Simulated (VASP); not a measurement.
# Na (Im-3m) in VASP: notebook

Na is run at these levels: r2SCAN; tasks: single point.

All numbers are computed with VASP 6.6.1; they aren't measurements. Logs are shortened: lines on timing, memory, paths and dates and some standing lists are left out, and cuts for length are marked.

## 1. The cell of the first run

The structure is cubic, space group Im-3m (No. 229). Conventional cell: a = 4.230 Å, b = 4.230 Å, c = 4.230 Å, α = 90.00°, β = 90.00°, γ = 90.00°. Within 4.8 Å of Na (site symmetry m-3m) lie 14 Na at 3.66 to 4.23 Å.

## 2. Single point, r2SCAN

Input file POSCAR:

```
Na
1.0
   -2.1150000000      2.1150000000      2.1150000000
    2.1150000000     -2.1150000000      2.1150000000
    2.1150000000      2.1150000000     -2.1150000000
Na
1
Direct
    0.0000000000      0.0000000000      0.0000000000
```

Input file INCAR.step1:

```
PREC = Accurate ; ENCUT = 520
ISMEAR = 0 ; SIGMA = 0.05
LREAL = False ; LASPH = True
NELM = 60 ; NBANDS = 10
GGA = PE ; ALGO = Normal
EDIFF = 1E-4 ; LWAVE = True
LCHARG = False
```

Input file INCAR.step2:

```
PREC = Accurate ; ENCUT = 520
EDIFF = 1E-6 ; ISMEAR = 0
SIGMA = 0.05 ; LREAL = False
LASPH = True ; NELM = 60
ALGO = Normal ; ISIF = 2
LWAVE = False ; LCHARG = False
METAGGA = R2SCAN ; LMIXTAU = True
NBANDS = 10 ; ISTART = 1
```

Input file KPOINTS:

```
Automatic mesh
0
Gamma
  14 14 14
```

Potentials or basis: VASP PAW PBE potentials, release 64 (Na_pv).

Started as:

```bash
$ cat potpaw_PBE.64/Na_pv/POTCAR > POTCAR
$ cp INCAR.step1 INCAR
$ mpirun -np 1 vasp_std > vasp.out
$ cp INCAR.step2 INCAR
$ mpirun -np 1 vasp_std > vasp.out
```

OUTCAR:

```text
PREC = Accurate
   ENCUT = 520
   EDIFF = 1E-6
   ISMEAR = 0
   LREAL = False
   LASPH = True
   NELM = 60
   ISIF = 2
   METAGGA = R2SCAN
   ISTART = 1

 ion  position               nearest neighbor table
   1  0.000  0.000  0.000-

  LATTYP: Found a body centered cubic cell.
 ALAT       =     4.2300000000

  Lattice vectors:

 A1 = (  -2.1150000000,   2.1150000000,   2.1150000000)
 A2 = (   2.1150000000,  -2.1150000000,   2.1150000000)
 A3 = (   2.1150000000,   2.1150000000,  -2.1150000000)

Analysis of symmetry for initial positions (statically):
=====================================================================
 Subroutine PRICEL returns:
 Original cell was already a primitive cell.

 Routine SETGRP: Setting up the symmetry group for a
 body centered cubic supercell.

 Subroutine GETGRP returns: Found 48 space group operations
 (whereof 48 operations were pure point group operations)
 out of a pool of 48 trial point group operations.

The static configuration has the point symmetry O_h .

Analysis of symmetry for dynamics (positions and initial velocities):
=====================================================================
 Subroutine PRICEL returns:
 Original cell was already a primitive cell.

 Routine SETGRP: Setting up the symmetry group for a
 body centered cubic supercell.

 Subroutine GETGRP returns: Found 48 space group operations
 (whereof 48 operations were pure point group operations)
 out of a pool of 48 trial point group operations.

The dynamic configuration has the point symmetry O_h .

 Subroutine INISYM returns: Found 48 space group operations
 (whereof 48 operations are pure point group operations),
 and found     1 'primitive' translations

----------------------------------------------------------------------------------------

                                     Primitive cell

  volume of cell :      37.8435

  direct lattice vectors                    reciprocal lattice vectors
    -2.115000000  2.115000000  2.115000000     0.000000000  0.236406619  0.236406619
     2.115000000 -2.115000000  2.115000000     0.236406619  0.000000000  0.236406619
     2.115000000  2.115000000 -2.115000000     0.236406619  0.236406619  0.000000000

  length of vectors
     3.663287458  3.663287458  3.663287458     0.334329447  0.334329447  0.334329447

  position of ions in fractional coordinates (direct lattice)
[... 79 lines left out ...]
   EDIFFG = 0.1E-04   stopping-criterion for IOM
   NSW    =      0    number of steps for IOM
   IBRION =     -1    ionic relax: 0-MD 1-quasi-New 2-CG
   NFREE  =      0    steps in history (QN), initial steepest desc. (CG)
   ISIF   =      2    stress and relaxation
   ISYM   =      2    0-nonsym 1-usesym 2-fastsym
   POTIM  = 0.5000    time-step for ionic-motion
   TEBEG  =    0.0;   TEEND  =   0.0 temperature during run
   PSTRESS=    0.0 pullay stress
   NELECT =       7.0000    total number of electrons
   NUPDOWN=      -1.0000    fix difference up-down
   EMIN   =  10.00;   EMAX   =-10.00  energy-range for DOS
   EFERMI =   0.00;   METHOD = LEGACY
   ISMEAR =     0;   SIGMA  =   0.05  broadening in eV -4-tet -1-fermi 0-gaus
   EFERMI_NEDOS =   21; number of points for ismear=-14 and -15
   IALGO  =     38    algorithm
   IMIX   =      4    mixing-type and parameters
     AMIX     =   0.40;   BMIX     =  1.00
     AMIX_MAG =   1.60;   BMIX_MAG =  1.00
  volume/ion in A,a.u.               =      37.84       255.38
  Fermi-wavevector in a.u.,A,eV,Ry     =   0.932776  1.762690 11.838023  0.870070
  Thomas-Fermi vector in A             =   2.059408
   LORBIT       =      0    0 simple, 1 ext, 2 COOP (PROOUT), +10 PAW based schemes
   METAGGA = R2SCAN    functional components
   LHFCALC =     F    Hartree Fock is set to
   AEXX    =    0.0000 exact exchange contribution
   IVDW    =     0    specifies the selected vdW correction
   LEPSILON=     F    determine dielectric tensor
   LRPA    =     F    only Hartree local field effects (RPA)
 non-spin polarized calculation
 Gauss-broadening in eV      SIGMA  =   0.05
  energy-cutoff  :      520.00
  volume of cell :       37.84
 maximum number of plane-waves:      1048
   NGX = 13   NGY = 13   NGZ = 13

 number of electron       7.0000011 magnetization

 Free energy of the ion-electron system (eV)
  ---------------------------------------------------
  ext. energy  EPLUGINS =         0.00000000
  ---------------------------------------------------
  free energy    TOTEN  =        -3.55361316 eV

  energy without entropy =       -3.55246872  energy(sigma->0) =       -3.55304094

 E-fermi :   0.2513     XC(G=0):  -6.8608

 val. band max:        0.2368241176   @ k =  -0.3571   0.4286   0.1429
 cond. band min:       0.3163149735   @ k =   0.3571   0.0714   0.0714
 fundamental gap:      0.0794908559
 Fermi energy:         0.2513372810

 k-point     1 :       0.0000    0.0000    0.0000
  band No.  band energies     occupation
      1     -25.7389      2.00000
      2     -25.7389      2.00000
      3     -25.7387      2.00000
      4      -3.1556      2.00000
      5      12.5726      0.00000
      6      12.5730      0.00000
      7      12.5730      0.00000
      8      13.7721      0.00000
      9      13.7721      0.00000
     10      14.3790      0.00000
[... 287 lines left out ...]
 k-point    24 :       0.3571    0.2857    0.0000
  band No.  band energies     occupation
      1     -25.7643      2.00000
      2     -25.7592      2.00000
      3     -25.7430      2.00000
      4       2.0317      0.00000
      5       2.5414      0.00000
      6       4.0320      0.00000
      7       8.9064      0.00000
      8      13.2685      0.00000
      9      14.2003      0.00000
     10      15.5438      0.00000

 [... further k-points ...]

------------------------ aborting loop because EDIFF is reached ----------------------------------------

  FORCE on cell =-STRESS in cart. coord.  units (eV):
  Direction    XX          YY          ZZ          XY          YZ          ZX
  --------------------------------------------------------------------------------------
  -------------------------------------------------------------------------------------
  Total        0.0138627      0.0138627      0.0138627      0.0000000      0.0000000     -0.0000000
  in kB        0.5869052      0.5869052      0.5869052      0.0000000      0.0000000     -0.0000000
  external PRESSURE =       0.5869052 kB  Pullay stress =       0.0000000 kB

 VOLUME and BASIS-vectors are now :
 -----------------------------------------------------------------------------
  energy-cutoff  :      520.00
  volume of cell :       37.84
      direct lattice vectors                 reciprocal lattice vectors
    -2.115000000  2.115000000  2.115000000     0.000000000  0.236406619  0.236406619
     2.115000000 -2.115000000  2.115000000     0.236406619  0.000000000  0.236406619
     2.115000000  2.115000000 -2.115000000     0.236406619  0.236406619  0.000000000

 POSITION                                       TOTAL-FORCE (eV/Angst)
 -----------------------------------------------------------------------------------
      0.00000      0.00000      0.00000         0.000000      0.000000      0.000000
 -----------------------------------------------------------------------------------
    total drift:                               -0.000000     -0.000000     -0.000000

  FREE ENERGIE OF THE ION-ELECTRON SYSTEM (eV)
  ---------------------------------------------------
  free  energy   TOTEN  =        -3.5536131634 eV

  energy  without entropy=       -3.5524687239  energy(sigma->0) =       -3.55304094
```

OSZICAR.step1:

```text
N       E                     dE             d eps       ncg     rms          rms(c)
DAV:   1     0.293664969658E+02    0.29366E+02   -0.37612E+03  2096   0.578E+02
DAV:   2    -0.612850630135E+00   -0.29979E+02   -0.29832E+02  2122   0.153E+02
DAV:   3    -0.130518827552E+01   -0.69234E+00   -0.69194E+00  2620   0.246E+01
DAV:   4    -0.131088200384E+01   -0.56937E-02   -0.56931E-02  2484   0.211E+00
DAV:   5    -0.131096330178E+01   -0.81298E-04   -0.81297E-04  2428   0.248E-01    0.204E-01
DAV:   6    -0.131062105567E+01    0.34225E-03   -0.48520E-04  2444   0.263E-01    0.137E-01
DAV:   7    -0.131038475580E+01    0.23630E-03   -0.99357E-04  2382   0.314E-01    0.159E-02
DAV:   8    -0.131037709860E+01    0.76572E-05   -0.44084E-05  1302   0.112E-01
   1 F= -.13103771E+01 E0= -.13098008E+01  d E =-.115252E-02
```

Run time: 3.2 min. Hardware: 1 thread of Intel Xeon 8259CL, shared host; peak memory 0.18 GiB.

What came out:

- Free energy: -3.5536 eV
- Pressure: 0.1 GPa
- Band gap on the k mesh: zero (an odd number of electrons rules out a gap without spin polarisation)

Caveat: the PAW data sets were made with another functional, which shifts forces and pressure a little.

## 3. Single point, r2SCAN

POSCAR is that of step 2.

Input file INCAR.step1:

```
SYSTEM = Na
PREC = Accurate
ENCUT = 520
ISMEAR = 0
SIGMA = 0.05
LREAL = .False.
LASPH = .True.
NELM = 80
NBANDS = 10
GGA = PE
ALGO = Normal
EDIFF = 1E-4
LWAVE = .True.
LCHARG = .False.
```

Input file INCAR.step2:

```
SYSTEM = Na
PREC = Accurate
ENCUT = 520
EDIFF = 1E-6
ISMEAR = 0
SIGMA = 0.05
LREAL = .False.
LASPH = .True.
NELM = 80
ALGO = Normal
ISIF = 2
LWAVE = .False.
LCHARG = .True.
METAGGA = R2SCAN
LMIXTAU = .True.
LELF = .True.
LVHAR = .True.
NBANDS = 10
ISTART = 1
```

Input file KPOINTS:

```
regular mesh
0
Gamma
  14 14 14
  0 0 0
```

Potentials or basis: VASP PAW PBE potentials, release 64 (Na_pv).

Started as:

```bash
$ cat potpaw_PBE.64/Na_pv/POTCAR > POTCAR
$ cp INCAR.step1 INCAR
$ mpirun -np 1 vasp_std > vasp.out
$ cp INCAR.step2 INCAR
$ mpirun -np 1 vasp_std > vasp.out
```

It took 3.3 min on 1 thread of Intel Xeon 8259CL, shared host; peak memory 0.18 GiB.

The run converged. Its results:

```yaml
Free_energy: -3.5536 eV
Pressure: 0.1 GPa
Band_gap_on_the_k_mesh: zero (an odd number of electrons rules out a gap without spin polarisation)
```

Levels at points of the mesh, in eV from the Fermi level:
```
           k point  band 1  band 2  band 3  band 4  band 5  band 6  band 7  band 8
(0.00, 0.00, 0.00)  -25.99  -25.99  -25.99   -3.41   12.32   12.32   12.32   13.52
(0.50, 0.00, 0.00)  -26.02  -26.00  -25.99    0.76    1.45    8.62    9.92    9.94
(0.50, 0.50, 0.50)  -26.01  -26.01  -26.01    4.71    4.71    5.26    5.26    5.26
```

Caveat: the PAW data sets were made with another functional, which shifts forces and pressure a little.
